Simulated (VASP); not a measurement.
## SiW: single point with r2SCAN

Crystal: SiW.

```xyz
2
Lattice="0.0000 2.7906 2.7906 2.7906 0.0000 2.7906 2.7906 2.7906 0.0000" Properties=species:S:1:pos:R:3 pbc="T T T"
W     0.0000    0.0000    0.0000
Si    1.3953    1.3953    1.3953
```

```
Program                : VASP 6.6.1
Task                   : single point
Functional             : r2SCAN
Potentials or basis    : VASP PAW PBE potentials, release 64 (W_sv, Si)
Cutoff                 : 520 eV
k mesh                 : 14 × 14 × 14
Occupations            : gaussian, width 0.1 eV
Spin                   : collinear spin
Starting moments       : [2.5, 0.0] μB
Dipole correction      : no
Further INCAR settings : ALGO = Normal; EDIFF = 1e-06; NBANDS = 20
```

```yaml
Pressure: -1.6 GPa
Band_gap_on_the_k_mesh: zero (filled and empty bands overlap)
Net_moment: 0.02 μB per cell
Valence_electrons_inside_the_program's_atomic_spheres: W 11.94; Si 1.82
```

Levels at points of the mesh, in eV from the Fermi level:
Spin up:
| k point | band 7 | band 8 | band 9 | band 10 | band 11 | band 12 |
| --- | --- | --- | --- | --- | --- | --- |
| (0.00, 0.00, 0.00) | -2.96 | -2.96 | -0.03 | -0.03 | 5.99 | 7.44 |
| (0.50, 0.00, 0.00) | -2.51 | -2.51 | 0.47 | 0.47 | 0.55 | 4.66 |
| (0.50, 0.50, 0.00) | -1.12 | -1.07 | -1.07 | 0.45 | 1.07 | 1.95 |
Spin down:
| k point | band 7 | band 8 | band 9 | band 10 | band 11 | band 12 |
| --- | --- | --- | --- | --- | --- | --- |
| (0.00, 0.00, 0.00) | -2.95 | -2.95 | -0.01 | -0.01 | 5.99 | 7.44 |
| (0.50, 0.00, 0.00) | -2.50 | -2.50 | 0.48 | 0.48 | 0.56 | 4.67 |
| (0.50, 0.50, 0.00) | -1.11 | -1.07 | -1.07 | 0.47 | 1.09 | 1.95 |

Wall time 16 min on 1 thread of Intel Xeon 8259CL (shared host), peak memory 0.3 GiB.

Caveat: the PAW data sets were made with another functional, which shifts forces and pressure a little; spin-orbit coupling is left out, which moves the levels of the heavy elements.
